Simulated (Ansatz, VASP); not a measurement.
# In2Sb: VASP beside Ansatz

Contents of POSCAR:

```
In2Sb
1.0
    5.3799042018      0.0000000000      0.0000000000
   -2.6899521009      4.6591337087      0.0000000000
    0.0000000000      0.0000000000      6.7225520000
In Sb
4 2
Direct
    0.6666666667      0.3333333333      0.2500000000
    0.3333333333      0.6666666667      0.7500000000
    0.0000000000      0.0000000000      0.5000000000
    0.0000000000      0.0000000000      0.0000000000
    0.6666666667      0.3333333333      0.7500000000
    0.3333333333      0.6666666667      0.2500000000
```

Contents of INCAR.step1:

```
SYSTEM = In2Sb
ALGO     = Normal         ! electronic algorithm
EDIFF    = 1E-4           ! SCF threshold, eV
ENCUT    = 520            ! plane-wave cutoff, eV
GGA      = PE             ! functional
ISMEAR   = 0              ! smearing method
LASPH    = .True.         ! aspherical terms in the spheres
LCHARG   = .False.        ! write CHGCAR
LREAL    = .False.        ! projectors in reciprocal space
LWAVE    = .True.         ! write WAVECAR
NBANDS   = 40             ! bands
NELM     = 60             ! most SCF steps
PREC     = Accurate       ! precision mode
SIGMA    = 0.1            ! smearing width, eV
```

File INCAR.step2:

```
SYSTEM = In2Sb
ALGO     = Normal         ! electronic algorithm
EDIFF    = 1E-6           ! SCF threshold, eV
ENCUT    = 520            ! plane-wave cutoff, eV
ISIF     = 2              ! what is computed and relaxed
ISMEAR   = 0              ! smearing method
ISTART   = 1            
LASPH    = .True.         ! aspherical terms in the spheres
LCHARG   = .True.         ! write CHGCAR
LELF     = .True.         ! ELF
LMIXTAU  = .True.       
LREAL    = .False.        ! projectors in reciprocal space
LVHAR    = .True.       
LWAVE    = .False.        ! write WAVECAR
METAGGA  = R2SCAN         ! meta-GGA
NBANDS   = 40             ! bands
NELM     = 60             ! most SCF steps
PREC     = Accurate       ! precision mode
SIGMA    = 0.1            ! smearing width, eV
```

The input KPOINTS:

```
k-points
0
Gamma
  12 12 6
  0 0 0
```

Input for Ansatz:

```yaml
crystal:
  lattice:
    - [5.3799042018, 0.0, 0.0]
    - [-2.6899521009, 4.6591337087, 0.0]
    - [0.0, 0.0, 6.722552]
  atoms:
    - { symbol: In, position: [0.6666666667, 0.3333333333, 0.25] }
    - { symbol: In, position: [0.3333333333, 0.6666666667, 0.75] }
    - { symbol: In, position: [0.0, 0.0, 0.5] }
    - { symbol: In, position: [0.0, 0.0, 0.0] }
    - { symbol: Sb, position: [0.6666666667, 0.3333333333, 0.75] }
    - { symbol: Sb, position: [0.3333333333, 0.6666666667, 0.25] }
basis:
  ecutwfc: 600
kpoints:
  mp_grid: { grid: [12, 12, 6] }
hamiltonian:
  xc: r2scan
scf:
  occupations: { method: gaussian, width: 0.1 }
output:
  forces: true
  stress: true
  eigenvalues: true
```

Alike in both runs: task single point; functional r2SCAN; k mesh 12 × 12 × 6; occupations gaussian, width 0.1 eV; no spin polarisation.

|  | VASP | Ansatz |
| --- | --- | --- |
| version | VASP 6.6.1 | Ansatz 0.2.0 |
| potentials or method | VASP PAW PBE potentials, release 64 (In_d, Sb), cutoff 520 eV | scalar-relativistic, plane waves, PAW |
| valence electrons in the cell | 62 | 82 |

VASP gave:

| Quantity | Value |
| --- | --- |
| gap on the k mesh at the Fermi level (eV) | none |
| pressure (GPa) | -0.9 |
| traceless stress, the component that is largest in VASP (GPa) | -1.28 |

Task: What did Ansatz give for the same quantities?

Result: gap on the k mesh at the Fermi level (eV): none; pressure (GPa): -0.9; traceless stress, the component that is largest in VASP (GPa): -1.26.

VASP's potentials were made for PBE, not for r2SCAN. A gap of «none» marks a metal or a gap that the smearing closes. VASP's potentials hold 62 valence electrons a cell and Ansatz's 82, so a difference there can come from the potentials and not from the codes.

Neither program's run includes spin-orbit coupling.
